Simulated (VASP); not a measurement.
# ZnS3 (P4/mmm) in VASP: further runs

Runs on ZnS3. Level: PBE. Tasks: single point, relaxation of cell and atoms.

Program: VASP 6.6.1. These are calculated values, not measurements. Logs are shortened: lines on timing, memory, paths and dates and some standing lists are left out, and cuts for length are marked.

### 1 The cell of the first run

It takes space group P4/mmm (No. 123, tetragonal). Conventional cell: a = 4.854 Å, b = 4.854 Å, c = 4.238 Å, α = 90.00°, β = 90.00°, γ = 90.00°. Zn (site symmetry 4/mmm) has 12 S at 3.22 to 3.43 Å and 2 Zn at 4.24 Å within 4.3 Å. S (site symmetry 4/mmm) has 10 S at 3.22 to 4.24 Å and 4 Zn at 3.43 Å within 4.3 Å. Within 4.3 Å of S (site symmetry mmm) lie 4 Zn at 3.22 Å and 10 S at 3.22 to 4.24 Å.

The cell was generated, and may not be a known phase.

### 2 Single point, PBE

Input file INCAR:

```
ALGO     = Normal         # electronic algorithm
EDIFF    = 1E-7           # SCF threshold, eV
ENCUT    = 520            # plane-wave cutoff, eV
GGA      = PE             # functional
ISIF     = 2              # what is computed and relaxed
ISMEAR   = 0              # smearing method
LASPH    = T              # aspherical terms in the spheres
LCHARG   = F              # write CHGCAR
LREAL    = F              # projectors in reciprocal space
LWAVE    = F              # write WAVECAR
NBANDS   = 23             # bands
NELM     = 60             # most SCF steps
PREC     = Accurate       # precision mode
SIGMA    = 0.1            # smearing width, eV
```

Input file KPOINTS:

```
k-points
0
Gamma
  4 4 4
```

Input file POSCAR:

```
ZnS3
1.0
    4.8541546900      0.0000000000      0.0000000000
    0.0000000000      4.8541546900      0.0000000000
    0.0000000000      0.0000000000      4.2375516800
Zn S
1 3
Direct
    0.0000000000      0.0000000000      0.0000000000
    0.5000000000      0.5000000000      0.0000000000
    0.0000000000      0.5000000000      0.5000000000
    0.5000000000      0.0000000000      0.5000000000
```

Potentials or basis: VASP PAW PBE potentials, release 64 (Zn, S).

Command:

```
$ cat potpaw_PBE.64/Zn/POTCAR potpaw_PBE.64/S/POTCAR > POTCAR
$ mpirun -np 1 vasp_std > vasp.out
```

OUTCAR:

```text
EDIFF = 1E-7
   ENCUT = 520
   GGA = PE
   ISIF = 2
   ISMEAR = 0
   LASPH = T
   LREAL = F
   NELM = 60
   PREC = Accurate

 ion  position               nearest neighbor table
   1  0.000  0.000  0.000-
   2  0.500  0.500  0.000-
   3  0.000  0.500  0.500-
   4  0.500  0.000  0.500-

  LATTYP: Found a simple tetragonal cell.
 ALAT       =     4.8541546900
 C/A-ratio  =     0.8729741738

  Lattice vectors:

 A1 = (   4.8541546900,   0.0000000000,   0.0000000000)
 A2 = (   0.0000000000,   4.8541546900,   0.0000000000)
 A3 = (   0.0000000000,   0.0000000000,   4.2375516800)

Analysis of symmetry for initial positions (statically):
=====================================================================
 Subroutine PRICEL returns:
 Original cell was already a primitive cell.

 Routine SETGRP: Setting up the symmetry group for a
 simple tetragonal supercell.

 Subroutine GETGRP returns: Found 16 space group operations
 (whereof 16 operations were pure point group operations)
 out of a pool of 16 trial point group operations.

The static configuration has the point symmetry D_4h.

Analysis of symmetry for dynamics (positions and initial velocities):
=====================================================================
 Subroutine PRICEL returns:
 Original cell was already a primitive cell.

 Routine SETGRP: Setting up the symmetry group for a
 simple tetragonal supercell.

 Subroutine GETGRP returns: Found 16 space group operations
 (whereof 16 operations were pure point group operations)
 out of a pool of 16 trial point group operations.

The dynamic configuration has the point symmetry D_4h.

 Subroutine INISYM returns: Found 16 space group operations
 (whereof 16 operations are pure point group operations),
 and found     1 'primitive' translations

----------------------------------------------------------------------------------------

                                     Primitive cell

  volume of cell :      99.8487

  direct lattice vectors                    reciprocal lattice vectors
     4.854154690  0.000000000  0.000000000     0.206009092  0.000000000  0.000000000
     0.000000000  4.854154690  0.000000000     0.000000000  0.206009092  0.000000000
     0.000000000  0.000000000  4.237551680     0.000000000  0.000000000  0.235985323

  length of vectors
     4.854154690  4.854154690  4.237551680     0.206009092  0.206009092  0.235985323

  position of ions in fractional coordinates (direct lattice)
     0.000000000  0.000000000  0.000000000
     0.500000000  0.500000000  0.000000000
     0.000000000  0.500000000  0.500000000
     0.500000000  0.000000000  0.500000000

  ion indices of the primitive-cell ions
   primitive index   ion index
                 1           1
                 2           2
                 3           3
                 4           4

----------------------------------------------------------------------------------------

 KPOINTS: k-points

Automatic generation of k-mesh.
 Grid dimensions read from file:
 generate k-points for:    4    4    4

 Generating k-lattice:

  Cartesian coordinates                     Fractional coordinates (reciprocal lattice)
     0.051502273  0.000000000  0.000000000     0.250000000  0.000000000  0.000000000
     0.000000000  0.051502273  0.000000000     0.000000000  0.250000000  0.000000000
     0.000000000  0.000000000  0.058996331     0.000000000  0.000000000  0.250000000

  Length of vectors
     0.051502273  0.051502273  0.058996331

  Shift w.r.t. Gamma in fractional coordinates (k-lattice)
     0.000000000  0.000000000  0.000000000

 Subroutine IBZKPT returns following result:
 ===========================================

 Found     18 irreducible k-points:

 Following reciprocal coordinates:
            Coordinates               Weight
  0.000000  0.000000  0.000000      1.000000
  0.250000  0.000000  0.000000      4.000000
  0.500000  0.000000  0.000000      2.000000
  0.250000  0.250000  0.000000      4.000000
  0.500000  0.250000  0.000000      4.000000
  0.500000  0.500000  0.000000      1.000000
[... 10 lines left out ...]
  0.500000  0.250000  0.500000      4.000000
  0.500000  0.500000  0.500000      1.000000
   k-points           NKPTS =     18   k-points in BZ     NKDIM =     18   number of bands    NBANDS=     23
   number of dos      NEDOS =    301   number of ions     NIONS =      4
   total plane-waves  NPLWV =  41472
   dimension x,y,z NGX =    36 NGY =   36 NGZ =   32
   dimension x,y,z NGXF=    72 NGYF=   72 NGZF=   64
   ions per type =               1   3
   NGX,Y,Z   is equivalent  to a cutoff of  12.33, 12.33, 12.55 a.u.
   NGXF,Y,Z  is equivalent  to a cutoff of  24.66, 24.66, 25.11 a.u.
 SYSTEM =  unknown system
   PREC   = accura    normal or accurate (medium, high low for compatibility)
   ISTART =      0    job   : 0-new  1-cont  2-samecut
   ICHARG =      2    charge: 1-file 2-atom 10-const
   ISPIN  =      1    spin polarized calculation?
   LNONCOLLINEAR =      F non collinear calculations
   LSORBIT =      F    spin-orbit coupling
   LASPH  =      T    aspherical Exc in radial PAW
   ENCUT  =  520.0 eV  38.22 Ry    6.18 a.u.   9.03  9.03  7.88*2*pi/ulx,y,z
   NELM   =     60;   NELMIN=  2; NELMDL= -5     # of ELM steps
   EDIFF  = 0.1E-06   stopping-criterion for ELM
   LREAL  =      F    real-space projection
   EDIFFG = 0.1E-05   stopping-criterion for IOM
   NSW    =      0    number of steps for IOM
   IBRION =     -1    ionic relax: 0-MD 1-quasi-New 2-CG
   NFREE  =      0    steps in history (QN), initial steepest desc. (CG)
   ISIF   =      2    stress and relaxation
   ISYM   =      2    0-nonsym 1-usesym 2-fastsym
   POTIM  = 0.5000    time-step for ionic-motion
   TEBEG  =    0.0;   TEEND  =   0.0 temperature during run
   PSTRESS=    0.0 pullay stress
   NELECT =      30.0000    total number of electrons
   NUPDOWN=      -1.0000    fix difference up-down
   EMIN   =  10.00;   EMAX   =-10.00  energy-range for DOS
   EFERMI =   0.00;   METHOD = LEGACY
   ISMEAR =     0;   SIGMA  =   0.10  broadening in eV -4-tet -1-fermi 0-gaus
   EFERMI_NEDOS =   21; number of points for ismear=-14 and -15
   IALGO  =     38    algorithm
   IMIX   =      4    mixing-type and parameters
     AMIX     =   0.40;   BMIX     =  1.00
     AMIX_MAG =   1.60;   BMIX_MAG =  1.00
  volume/ion in A,a.u.               =      24.96       168.45
  Fermi-wavevector in a.u.,A,eV,Ry     =   1.096481  2.072049 16.357889  1.202271
  Thomas-Fermi vector in A             =   2.232824
   LORBIT       =      0    0 simple, 1 ext, 2 COOP (PROOUT), +10 PAW based schemes
   GGA     = PE    functional components
   LHFCALC =     F    Hartree Fock is set to
   AEXX    =    0.0000 exact exchange contribution
   IVDW    =     0    specifies the selected vdW correction
   LEPSILON=     F    determine dielectric tensor
   LRPA    =     F    only Hartree local field effects (RPA)
 non-spin polarized calculation
 Gauss-broadening in eV      SIGMA  =   0.10
  energy-cutoff  :      520.00
  volume of cell :       99.85
 maximum number of plane-waves:      2728
   NGX = 19   NGY = 19   NGZ = 15

 number of electron      30.0000022 magnetization

 Free energy of the ion-electron system (eV)
  ---------------------------------------------------
  ext. energy  EPLUGINS =         0.00000000
  ---------------------------------------------------
  free energy    TOTEN  =        -8.63684118 eV

  energy without entropy =       -8.61363016  energy(sigma->0) =       -8.62523567

 E-fermi :   1.6058     XC(G=0):  -9.0559

 val. band max:        1.5829584178   @ k =   0.2500   0.0000   0.2500
 cond. band min:       1.6150243583   @ k =   0.0000   0.0000   0.5000
 fundamental gap:      0.0320659405
 Fermi energy:         1.6057995098

 k-point     1 :       0.0000    0.0000    0.0000
  band No.  band energies     occupation
      1     -11.2837      2.00000
      2      -9.3936      2.00000
      3      -9.0978      2.00000
      4      -4.8425      2.00000
      5      -4.8421      2.00000
      6      -4.8331      2.00000
[... 15 lines left out ...]
     22       8.8684      0.00000
     23       8.9122      0.00000

 k-point     2 :       0.2500    0.0000    0.0000
  band No.  band energies     occupation
      1     -11.0905      2.00000
      2      -9.6322      2.00000
      3      -9.1469      2.00000
      4      -4.8550      2.00000
      5      -4.8550      2.00000
      6      -4.8454      2.00000
[... 15 lines left out ...]
     22       8.9416      0.00000
     23       9.6464      0.00000

 k-point     3 :       0.5000    0.0000    0.0000
  band No.  band energies     occupation
      1     -10.7739      2.00000
      2     -10.0378      2.00000
      3      -9.1465      2.00000
      4      -4.8722      2.00000
      5      -4.8675      2.00000
      6      -4.8575      2.00000
[... 15 lines left out ...]
     22      10.4229      0.00000
     23      10.5561      0.00000

 k-point     4 :       0.2500    0.2500    0.0000
  band No.  band energies     occupation
      1     -10.9013      2.00000
      2      -9.6905      2.00000
      3      -9.3476      2.00000
      4      -4.8630      2.00000
      5      -4.8453      2.00000
      6      -4.8443      2.00000
[... 15 lines left out ...]
     22       8.9007      0.00000
     23      10.4090      0.00000

 k-point     5 :       0.5000    0.2500    0.0000
  band No.  band energies     occupation
      1     -10.5789      2.00000
      2      -9.9942      2.00000
      3      -9.4311      2.00000
      4      -4.8678      2.00000
      5      -4.8558      2.00000
      6      -4.8462      2.00000
[... 278 lines left out ...]
 k-point    16 :       0.2500    0.2500    0.5000
  band No.  band energies     occupation
      1     -10.1203      2.00000
      2     -10.0393      2.00000
      3      -9.5569      2.00000
      4      -4.8633      2.00000
      5      -4.8503      2.00000
      6      -4.8487      2.00000
[... 15 lines left out ...]
     22      10.6133      0.00000
     23      11.7165      0.00000

 k-point    17 :       0.5000    0.2500    0.5000
  band No.  band energies     occupation
      1     -10.0050      2.00000
      2      -9.8375      2.00000
      3      -9.8219      2.00000
      4      -4.8538      2.00000
      5      -4.8425      2.00000
      6      -4.8421      2.00000
[... 15 lines left out ...]
     22      10.7533      0.00000
     23      10.9829      0.00000

 k-point    18 :       0.5000    0.5000    0.5000
  band No.  band energies     occupation
      1      -9.9762      2.00000
      2      -9.8004      2.00000
      3      -9.8004      2.00000
      4      -4.8352      2.00000
      5      -4.8244      2.00000
      6      -4.8065      2.00000
[... 15 lines left out ...]
     22       9.9801      0.00000
     23       9.9802      0.00000

------------------------ aborting loop because EDIFF is reached ----------------------------------------

  FORCE on cell =-STRESS in cart. coord.  units (eV):
  Direction    XX          YY          ZZ          XY          YZ          ZX
  --------------------------------------------------------------------------------------
  -------------------------------------------------------------------------------------
  Total       -6.5040370     -6.5040370     -8.9085394      0.0000000     -0.0000000      0.0000000
  in kB     -104.3641538   -104.3641538   -142.9469383      0.0000000     -0.0000000      0.0000000
  external PRESSURE =    -117.2250819 kB  Pullay stress =       0.0000000 kB

 VOLUME and BASIS-vectors are now :
 -----------------------------------------------------------------------------
  energy-cutoff  :      520.00
  volume of cell :       99.85
      direct lattice vectors                 reciprocal lattice vectors
     4.854154690  0.000000000  0.000000000     0.206009092  0.000000000  0.000000000
     0.000000000  4.854154690  0.000000000     0.000000000  0.206009092  0.000000000
     0.000000000  0.000000000  4.237551680     0.000000000  0.000000000  0.235985323

 POSITION                                       TOTAL-FORCE (eV/Angst)
 -----------------------------------------------------------------------------------
      0.00000      0.00000      0.00000         0.000000      0.000000      0.000000
      2.42708      2.42708      0.00000         0.000000      0.000000      0.000000
      0.00000      2.42708      2.11878         0.000000      0.000000      0.000000
      2.42708      0.00000      2.11878         0.000000      0.000000      0.000000
 -----------------------------------------------------------------------------------
    total drift:                                0.000000      0.000000      0.000000

  FREE ENERGIE OF THE ION-ELECTRON SYSTEM (eV)
  ---------------------------------------------------
  free  energy   TOTEN  =        -8.6368411845 eV

  energy  without entropy=       -8.6136301622  energy(sigma->0) =       -8.62523567
```

Run time: 17 s. Hardware: 1 thread of Intel Xeon 6975P-C (Granite Rapids), shared host; peak memory 0.2 GiB.

What came out:

```
Free energy            : -8.6368 eV
Pressure               : -11.7 GPa
Band gap on the k mesh : zero (bands 15 and 16 overlap by 0.62 eV)
```

Levels at points of the mesh, in eV from the Fermi level:
| k point | band 12 | band 13 | band 14 | band 15 | band 16 | band 17 | band 18 | band 19 |
| --- | --- | --- | --- | --- | --- | --- | --- | --- |
| (0.00, 0.00, 0.00) | -1.30 | -0.74 | -0.74 | -0.55 | 0.52 | 0.71 | 0.71 | 6.29 |
| (0.50, 0.00, 0.00) | -1.72 | -1.27 | -1.19 | -0.99 | 0.27 | 0.67 | 1.42 | 3.96 |
| (0.50, 0.50, 0.00) | -1.58 | -1.25 | -1.04 | -1.04 | 0.22 | 0.36 | 1.63 | 4.94 |
| (0.00, 0.00, 0.50) | -1.69 | -1.69 | -1.50 | -1.43 | 0.01 | 0.01 | 1.84 | 3.50 |
| (0.50, 0.00, 0.50) | -1.82 | -1.46 | -1.40 | -1.20 | 0.41 | 0.81 | 0.97 | 3.99 |
| (0.50, 0.50, 0.50) | -3.31 | -1.52 | 0.34 | 0.41 | 0.82 | 0.82 | 1.06 | 7.29 |

Caveat: the k points lie up to 0.37 Å⁻¹ apart, too coarse for converged energies and pressures of a metal; semilocal functionals underestimate gaps, and a narrow one can read as zero.

### 3 Relaxation of cell and atoms, PBE

This run uses another cell than the first one, of 15.98 Å³/atom.

Input file INCAR:

```
SYSTEM = ZnS3
  PREC = Accurate
  ENCUT = 600
  EDIFF = 1E-7
  ISMEAR = 0
  SIGMA = 0.1
  LREAL = .FALSE.
  LASPH = .TRUE.
  NELM = 80
  ALGO = Normal
  ISIF = 3
  LWAVE = .FALSE.
  LCHARG = .FALSE.
  GGA = PE
  IBRION = 2
  NSW = 90
  EDIFFG = -0.04
```

Input file KPOINTS:

```
Automatic mesh
0
G
  4 4 6
  0 0 0
```

Input file POSCAR:

```
ZnS3
1.0
    4.8856119723      0.0000000000      0.0000000000
    0.0000000000      4.8856119723      0.0000000000
    0.0000000000      0.0000000000      2.6778059067
Zn S
1 3
Direct
    0.0000000000      0.0000000000      0.0000000000
    0.5000000000      0.5000000000      0.0000000000
    0.0000000000      0.5000000000      0.5000000000
    0.5000000000      0.0000000000      0.5000000000
```

Potentials or basis: VASP PAW PBE potentials, release 64 (Zn, S).

Command:

```
$ cat potpaw_PBE.64/Zn/POTCAR potpaw_PBE.64/S/POTCAR > POTCAR
$ mpirun -np 1 vasp_std > vasp.out
```

Wall time 44 s (1 thread of Intel Xeon 6975P-C (Granite Rapids), shared host); peak memory 0.2 GiB.

The run converged. Its results:

* Free energy: -10.6709 eV
* Relaxed volume: 16.33 Å³/atom
* Relaxed cell: a = 4.858 Å, b = 4.858 Å, c = 2.767 Å, α = 90.00°, β = 90.00°, γ = 90.00°
* Space group after relaxing (to 0.1 Å): P4/mmm (No. 123)
* Energy gained by relaxing: 10.5 meV/atom
* Ionic steps: 4
* Pressure after relaxing: -0.1 GPa
* Band gap on the k mesh: zero (bands 15 and 16 overlap by 3.03 eV)

Stress tensor (GPa, compression positive):
```
-0.22  0.00  0.00
 0.00 -0.22  0.00
 0.00  0.00  0.03
```

Step by step:
```tsv
step	energy change (eV)	largest force (eV/Å)	pressure (GPa)	volume (Å³)
1	0.0000	0.0000	2.08	63.92
2	-0.0390	0.0000	-0.62	65.84
3	-0.0391	0.0000	-0.72	65.91
4	-0.0419	0.0000	-0.14	65.33
```

Final structure:
```
CELL_PARAMETERS angstrom
4.85850 0.00000 0.00000
0.00000 4.85850 0.00000
0.00000 0.00000 2.76748
ATOMIC_POSITIONS crystal
Zn 0.00000 0.00000 0.00000
S 0.50000 0.50000 0.00000
S 0.00000 0.50000 0.50000
S 0.50000 0.00000 0.50000
```

Levels at points of the mesh, in eV from the Fermi level:
```
           k point  band 12  band 13  band 14  band 15  band 16  band 17  band 18  band 19
(0.00, 0.00, 0.00)    -3.30    -2.35     0.19     2.04     2.78     2.78     3.17     4.22
(0.50, 0.00, 0.00)    -2.07    -2.01     0.68     1.62     2.12     2.81     2.84     5.03
(0.50, 0.50, 0.00)    -1.95    -1.77    -1.29     1.44     1.74     1.74     3.67     4.01
(0.00, 0.00, 0.50)    -2.80    -2.80    -2.58    -2.58    -0.59    -0.59     1.65     3.30
(0.50, 0.00, 0.50)    -2.94    -2.33    -2.30    -1.51     0.42     0.52     1.13     3.09
(0.50, 0.50, 0.50)    -4.56    -0.94    -0.31    -0.23     0.43     0.43     1.11     6.23
```

Caveat: the k points lie up to 0.38 Å⁻¹ apart in the final cell, too coarse for converged energies and pressures of a metal.

The gap in the log of VASP goes by the Fermi energy; the results here count the filled bands.